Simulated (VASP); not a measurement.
# Pd (Im-3m) in VASP: settings compared

The runs below take Pd through single point, with PBE, r2SCAN.

Program: VASP 6.6.1. These are calculated values, not measurements. Logs are shortened: lines on timing, memory, paths and dates and some standing lists are left out, and cuts for length are marked.

### Step 1. The cell of the first run

The structure is cubic, space group Im-3m (No. 229). The conventional cell has a = 3.145 Å, b = 3.145 Å, c = 3.145 Å, α = 90.00°, β = 90.00°, γ = 90.00°. Within 3.6 Å of Pd (site symmetry m-3m) lie 14 Pd at 2.72 to 3.14 Å.

### Step 2. Single point, PBE

INCAR

```
PREC = Accurate
ENCUT = 500
EDIFF = 1E-6
ISMEAR = 0
SIGMA = 0.018000000000000002
LREAL = F
LASPH = T
NELM = 120
ALGO = Normal
ISIF = 2
LWAVE = F
LCHARG = F
GGA = PE
NBANDS = 11
GGA_COMPAT = F
```

KPOINTS

```
regular mesh
0
Gamma
  12 12 12
```

POSCAR

```
Pd
1.0
   -1.5722810000      1.5722810000      1.5722810000
    1.5722810000     -1.5722810000      1.5722810000
    1.5722810000      1.5722810000     -1.5722810000
Pd
1
Direct
    0.0000000000      0.0000000000      0.0000000000
```

Potentials or basis: VASP PAW PBE potentials, release 64 (Pd).

On the command line:

```bash
$ cat potpaw_PBE.64/Pd/POTCAR > POTCAR
$ mpirun -np 1 vasp_std > vasp.out
```

OUTCAR:

```text
PREC = Accurate
   ENCUT = 500
   EDIFF = 1E-6
   ISMEAR = 0
   LREAL = F
   LASPH = T
   NELM = 120
   ISIF = 2
   GGA = PE

 ion  position               nearest neighbor table
   1  0.000  0.000  0.000-

  LATTYP: Found a body centered cubic cell.
 ALAT       =     3.1445620000

  Lattice vectors:

 A1 = (  -1.5722810000,   1.5722810000,   1.5722810000)
 A2 = (   1.5722810000,  -1.5722810000,   1.5722810000)
 A3 = (   1.5722810000,   1.5722810000,  -1.5722810000)

Analysis of symmetry for initial positions (statically):
=====================================================================
 Subroutine PRICEL returns:
 Original cell was already a primitive cell.

 Routine SETGRP: Setting up the symmetry group for a
 body centered cubic supercell.

 Subroutine GETGRP returns: Found 48 space group operations
 (whereof 48 operations were pure point group operations)
 out of a pool of 48 trial point group operations.

The static configuration has the point symmetry O_h .

Analysis of symmetry for dynamics (positions and initial velocities):
=====================================================================
 Subroutine PRICEL returns:
 Original cell was already a primitive cell.

 Routine SETGRP: Setting up the symmetry group for a
 body centered cubic supercell.

 Subroutine GETGRP returns: Found 48 space group operations
 (whereof 48 operations were pure point group operations)
 out of a pool of 48 trial point group operations.

The dynamic configuration has the point symmetry O_h .

 Subroutine INISYM returns: Found 48 space group operations
 (whereof 48 operations are pure point group operations),
 and found     1 'primitive' translations

----------------------------------------------------------------------------------------

                                     Primitive cell

  volume of cell :      15.5471

  direct lattice vectors                    reciprocal lattice vectors
    -1.572281000  1.572281000  1.572281000     0.000000000  0.318009313  0.318009313
     1.572281000 -1.572281000  1.572281000     0.318009313  0.000000000  0.318009313
     1.572281000  1.572281000 -1.572281000     0.318009313  0.318009313  0.000000000

  length of vectors
     2.723270576  2.723270576  2.723270576     0.449733083  0.449733083  0.449733083

  position of ions in fractional coordinates (direct lattice)
     0.000000000  0.000000000  0.000000000

  ion indices of the primitive-cell ions
   primitive index   ion index
                 1           1

----------------------------------------------------------------------------------------

 KPOINTS: regular mesh

Automatic generation of k-mesh.
 Grid dimensions read from file:
 generate k-points for:   12   12   12

 Generating k-lattice:

  Cartesian coordinates                     Fractional coordinates (reciprocal lattice)
     0.000000000  0.026500776  0.026500776     0.083333333  0.000000000  0.000000000
     0.026500776  0.000000000  0.026500776     0.000000000  0.083333333  0.000000000
     0.026500776  0.026500776  0.000000000     0.000000000  0.000000000  0.083333333

  Length of vectors
     0.037477757  0.037477757  0.037477757

  Shift w.r.t. Gamma in fractional coordinates (k-lattice)
     0.000000000  0.000000000  0.000000000

 Subroutine IBZKPT returns following result:
 ===========================================

 Found     72 irreducible k-points:

 Following reciprocal coordinates:
            Coordinates               Weight
  0.000000  0.000000  0.000000      1.000000
  0.083333  0.000000  0.000000     12.000000
  0.166667  0.000000  0.000000     12.000000
  0.250000  0.000000  0.000000     12.000000
  0.333333  0.000000  0.000000     12.000000
  0.416667  0.000000  0.000000     12.000000
[... 16 lines left out ...]
  0.333333  0.083333  0.083333     24.000000
  0.416667  0.083333  0.083333     12.000000
 [... further k-points ...]
   k-points           NKPTS =     72   k-points in BZ     NKDIM =     72   number of bands    NBANDS=     11
   number of dos      NEDOS =    301   number of ions     NIONS =      1
   total plane-waves  NPLWV =   8000
   dimension x,y,z NGX =    20 NGY =   20 NGZ =   20
   dimension x,y,z NGXF=    40 NGYF=   40 NGZF=   40
   ions per type =               1
   NGX,Y,Z   is equivalent  to a cutoff of  12.21, 12.21, 12.21 a.u.
   NGXF,Y,Z  is equivalent  to a cutoff of  24.42, 24.42, 24.42 a.u.
 SYSTEM =  unknown system
   PREC   = accura    normal or accurate (medium, high low for compatibility)
   ISTART =      0    job   : 0-new  1-cont  2-samecut
   ICHARG =      2    charge: 1-file 2-atom 10-const
   ISPIN  =      1    spin polarized calculation?
   LNONCOLLINEAR =      F non collinear calculations
   LSORBIT =      F    spin-orbit coupling
   LASPH  =      T    aspherical Exc in radial PAW
   ENCUT  =  500.0 eV  36.75 Ry    6.06 a.u.   4.97  4.97  4.97*2*pi/ulx,y,z
   NELM   =    120;   NELMIN=  2; NELMDL= -5     # of ELM steps
   EDIFF  = 0.1E-05   stopping-criterion for ELM
   LREAL  =      F    real-space projection
   EDIFFG = 0.1E-04   stopping-criterion for IOM
   NSW    =      0    number of steps for IOM
   IBRION =     -1    ionic relax: 0-MD 1-quasi-New 2-CG
   NFREE  =      0    steps in history (QN), initial steepest desc. (CG)
   ISIF   =      2    stress and relaxation
   ISYM   =      2    0-nonsym 1-usesym 2-fastsym
   POTIM  = 0.5000    time-step for ionic-motion
   TEBEG  =    0.0;   TEEND  =   0.0 temperature during run
   PSTRESS=    0.0 pullay stress
   NELECT =      10.0000    total number of electrons
   NUPDOWN=      -1.0000    fix difference up-down
   EMIN   =  10.00;   EMAX   =-10.00  energy-range for DOS
   EFERMI =   0.00;   METHOD = LEGACY
   ISMEAR =     0;   SIGMA  =   0.02  broadening in eV -4-tet -1-fermi 0-gaus
   EFERMI_NEDOS =   21; number of points for ismear=-14 and -15
   IALGO  =     38    algorithm
   IMIX   =      4    mixing-type and parameters
     AMIX     =   0.40;   BMIX     =  1.00
     AMIX_MAG =   1.60;   BMIX_MAG =  1.00
  volume/ion in A,a.u.               =      15.55       104.92
  Fermi-wavevector in a.u.,A,eV,Ry     =   1.413160  2.670485 27.171123  1.997021
  Thomas-Fermi vector in A             =   2.534834
   LORBIT       =      0    0 simple, 1 ext, 2 COOP (PROOUT), +10 PAW based schemes
   GGA     = PE    functional components
   LHFCALC =     F    Hartree Fock is set to
   AEXX    =    0.0000 exact exchange contribution
   IVDW    =     0    specifies the selected vdW correction
   LEPSILON=     F    determine dielectric tensor
   LRPA    =     F    only Hartree local field effects (RPA)
 non-spin polarized calculation
 Gauss-broadening in eV      SIGMA  =   0.02
  energy-cutoff  :      500.00
  volume of cell :       15.55
 maximum number of plane-waves:       420
   NGX =  9   NGY =  9   NGZ =  9

 number of electron      10.0000005 magnetization

 Free energy of the ion-electron system (eV)
  ---------------------------------------------------
  ext. energy  EPLUGINS =         0.00000000
  ---------------------------------------------------
  free energy    TOTEN  =        -5.17520767 eV

  energy without entropy =       -5.17477883  energy(sigma->0) =       -5.17499325

 E-fermi :   8.8832     XC(G=0): -12.8542

 val. band max:        8.8783347307   @ k =  -0.4167   0.4167   0.3333
 cond. band min:       8.8888547641   @ k =  -0.4167   0.4167   0.4167
 fundamental gap:      0.0105200334
 Fermi energy:         8.8832382185

 k-point     1 :       0.0000    0.0000    0.0000
  band No.  band energies     occupation
      1       2.1889      2.00000
      2       6.1909      2.00000
      3       6.1909      2.00000
      4       6.1909      2.00000
      5       8.0313      2.00000
      6       8.0313      2.00000
      7      28.1923      0.00000
      8      28.1923      0.00000
      9      28.1923      0.00000
     10      36.1800      0.00000
     11      36.2088      0.00000

 k-point     2 :       0.0833    0.0000    0.0000
  band No.  band energies     occupation
      1       2.4420      2.00000
      2       6.1087      2.00000
      3       6.1944      2.00000
      4       6.3663      2.00000
      5       7.9386      2.00000
      6       8.0376      2.00000
      7      27.9612      0.00000
      8      28.2011      0.00000
      9      28.4832      0.00000
     10      34.2514      0.00000
     11      34.8535      0.00000

 k-point     3 :       0.1667    0.0000    0.0000
  band No.  band energies     occupation
      1       3.1320      2.00000
      2       5.8908      2.00000
      3       6.2095      2.00000
      4       6.8688      2.00000
      5       7.7741      2.00000
      6       8.0604      2.00000
      7      26.6781      0.00000
      8      27.7706      0.00000
      9      29.2836      0.00000
     10      33.1971      0.00000
     11      33.2374      0.00000

 k-point     4 :       0.2500    0.0000    0.0000
  band No.  band energies     occupation
      1       3.9198      2.00000
      2       5.6075      2.00000
      3       6.4688      2.00000
      4       7.6207      2.00000
      5       7.7320      2.00000
      6       8.1049      2.00000
      7      23.9742      0.00000
      8      26.5318      0.00000
      9      30.3866      0.00000
     10      30.9238      0.00000
     11      32.8879      0.00000
[... 239 lines left out ...]
 k-point    22 :       0.2500    0.0833    0.0833
  band No.  band energies     occupation
      1       4.5985      2.00000
      2       5.3050      2.00000
      3       6.5065      2.00000
      4       7.9121      2.00000
      5       8.1633      2.00000
      6       9.8306      0.00000
      7      20.9407      0.00000
      8      24.2680      0.00000
      9      25.4401      0.00000
     10      31.6714      0.00000
     11      35.4744      0.00000

 k-point    23 :       0.3333    0.0833    0.0833
  band No.  band energies     occupation
      1       4.4498      2.00000
      2       5.1432      2.00000
      3       7.4931      2.00000
      4       8.0003      2.00000
      5       8.2315      2.00000
      6      11.3783      0.00000
      7      17.9853      0.00000
      8      23.4794      0.00000
      9      24.3767      0.00000
     10      32.6257      0.00000
     11      35.4081      0.00000

 k-point    24 :       0.4167    0.0833    0.0833
  band No.  band energies     occupation
      1       4.3710      2.00000
      2       5.0871      2.00000
      3       7.9239      2.00000
      4       8.0373      2.00000
      5       8.2556      2.00000
      6      12.4234      0.00000
      7      16.4286      0.00000
      8      23.1999      0.00000
      9      23.9695      0.00000
     10      32.9727      0.00000
     11      35.4022      0.00000

 [... further k-points ...]

------------------------ aborting loop because EDIFF is reached ----------------------------------------

  FORCE on cell =-STRESS in cart. coord.  units (eV):
  Direction    XX          YY          ZZ          XY          YZ          ZX
  --------------------------------------------------------------------------------------
  -------------------------------------------------------------------------------------
  Total       -0.1439484     -0.1439484     -0.1439484     -0.0000000     -0.0000000      0.0000000
  in kB      -14.8342957    -14.8342957    -14.8342957     -0.0000000     -0.0000000      0.0000000
  external PRESSURE =     -14.8342957 kB  Pullay stress =       0.0000000 kB

 VOLUME and BASIS-vectors are now :
 -----------------------------------------------------------------------------
  energy-cutoff  :      500.00
  volume of cell :       15.55
      direct lattice vectors                 reciprocal lattice vectors
    -1.572281000  1.572281000  1.572281000     0.000000000  0.318009313  0.318009313
     1.572281000 -1.572281000  1.572281000     0.318009313  0.000000000  0.318009313
     1.572281000  1.572281000 -1.572281000     0.318009313  0.318009313  0.000000000

 POSITION                                       TOTAL-FORCE (eV/Angst)
 -----------------------------------------------------------------------------------
      0.00000      0.00000      0.00000         0.000000      0.000000      0.000000
 -----------------------------------------------------------------------------------
    total drift:                               -0.000000     -0.000000      0.000000

  FREE ENERGIE OF THE ION-ELECTRON SYSTEM (eV)
  ---------------------------------------------------
  free  energy   TOTEN  =        -5.1752076705 eV

  energy  without entropy=       -5.1747788253  energy(sigma->0) =       -5.17499325
```

It took 11 s on 1 thread of AMD EPYC 7R43 (Zen 3), shared host; peak memory 0.09 GiB.

What came out:

```yaml
Free_energy: -5.1752 eV
Pressure: -1.5 GPa
Band_gap_on_the_k_mesh: zero (band 5 reaches 9.47 eV, above the bottom of band 6 at 7.93 eV)
```

### Step 3. Single point, r2SCAN

This run uses another cell than the first one, of 16.17 Å³/atom, 1.040 times its volume.

POSCAR

```
Pd
1.0
   -1.5929712806      1.5929712806      1.5929712806
    1.5929712806     -1.5929712806      1.5929712806
    1.5929712806      1.5929712806     -1.5929712806
Pd
1
Direct
    0.0000000000      0.0000000000      0.0000000000
```

INCAR.step1

```
SYSTEM = Pd
PREC = Accurate ; ENCUT = 590
ISMEAR = -1 ; SIGMA = 0.05
LREAL = .False. ; LASPH = .True.
NELM = 120 ; NBANDS = 15
GGA = PE ; ALGO = Normal
EDIFF = 1E-5 ; LWAVE = .True.
LCHARG = .False. ; GGA_COMPAT = .False.
```

INCAR.step2

```
SYSTEM = Pd
PREC = Accurate ; ENCUT = 590
EDIFF = 1E-6 ; ISMEAR = -1
SIGMA = 0.05 ; LREAL = .False.
LASPH = .True. ; NELM = 120
ALGO = Normal ; ISIF = 2
LWAVE = .False. ; LCHARG = .False.
METAGGA = R2SCAN ; LMIXTAU = .True.
NBANDS = 15 ; ISTART = 1
GGA_COMPAT = .False.
```

KPOINTS

```
Automatic mesh
0
Gamma
  12 12 12
  0 0 0
```

Potentials or basis: VASP PAW PBE potentials, release 64 (Pd_sv_GW).

On the command line:

```bash
$ cat potpaw_PBE.64/Pd_sv_GW/POTCAR > POTCAR
$ cp INCAR.step1 INCAR
$ mpirun -np 1 vasp_std > vasp.out
$ cp INCAR.step2 INCAR
$ mpirun -np 1 vasp_std > vasp.out
```

OUTCAR:

```text
SYSTEM = Pd
   PREC = Accurate
   ENCUT = 590
   EDIFF = 1E-6
   ISMEAR = -1
   LREAL = .False.
   LASPH = .True.
   NELM = 120
   ISIF = 2
   METAGGA = R2SCAN
   ISTART = 1

 ion  position               nearest neighbor table
   1  0.000  0.000  0.000-

  LATTYP: Found a body centered cubic cell.
 ALAT       =     3.1859425612

  Lattice vectors:

 A1 = (  -1.5929712806,   1.5929712806,   1.5929712806)
 A2 = (   1.5929712806,  -1.5929712806,   1.5929712806)
 A3 = (   1.5929712806,   1.5929712806,  -1.5929712806)
[... 602 lines left out ...]
      7       6.0515      2.00000
      8       6.0776      2.00000
      9       6.2420      2.00000
     10      10.6980      0.00000
     11      14.5675      0.00000
     12      21.6916      0.00000
     13      22.3288      0.00000
     14      31.3862      0.00000
     15      34.1561      0.00000

 [... further k-points ...]
[... 5 lines left out ...]
  --------------------------------------------------------------------------------------
  -------------------------------------------------------------------------------------
  Total       -1.2074634     -1.2074634     -1.2074634     -0.0000000     -0.0000000      0.0000000
  in kB     -119.6467023   -119.6467023   -119.6467023     -0.0000000     -0.0000000      0.0000000
  external PRESSURE =    -119.6467023 kB  Pullay stress =       0.0000000 kB

 VOLUME and BASIS-vectors are now :
 -----------------------------------------------------------------------------
  energy-cutoff  :      590.00
  volume of cell :       16.17
      direct lattice vectors                 reciprocal lattice vectors
    -1.592971281  1.592971281  1.592971281     0.000000000  0.313878854  0.313878854
     1.592971281 -1.592971281  1.592971281     0.313878854  0.000000000  0.313878854
     1.592971281  1.592971281 -1.592971281     0.313878854  0.313878854  0.000000000

 POSITION                                       TOTAL-FORCE (eV/Angst)
 -----------------------------------------------------------------------------------
      0.00000      0.00000      0.00000         0.000000      0.000000      0.000000
 -----------------------------------------------------------------------------------
    total drift:                               -0.000000      0.000000     -0.000000

  FREE ENERGIE OF THE ION-ELECTRON SYSTEM (eV)
  ---------------------------------------------------
  free  energy   TOTEN  =       -21.4011247107 eV

  energy  without entropy=      -21.3902325455  energy(sigma->0) =      -21.39567863
```

It took 31 s on 1 thread of Intel Xeon 6975P-C (Granite Rapids), shared host; peak memory 0.16 GiB.

What came out:

- Free energy: -21.4011 eV
- Pressure: -12.0 GPa
- Band gap on the k mesh: zero (band 9 reaches 7.47 eV, above the bottom of band 10 at 5.94 eV)

Levels at points of the mesh, in eV from the Fermi level:
| k point | band 6 | band 7 | band 8 | band 9 | band 10 | band 11 | band 12 | band 13 |
| --- | --- | --- | --- | --- | --- | --- | --- | --- |
| (0.00, 0.00, 0.00) | -2.65 | -2.65 | -2.65 | -0.91 | -0.91 | 19.83 | 19.83 | 19.83 |
| (0.50, 0.00, 0.00) | -3.71 | -0.97 | -0.72 | 0.52 | 1.89 | 7.62 | 15.57 | 17.72 |
| (0.50, 0.50, 0.50) | -4.67 | 0.18 | 0.18 | 0.18 | 9.46 | 9.46 | 9.46 | 17.04 |

Caveat: the PAW data sets were made with another functional, which shifts forces and pressure a little.
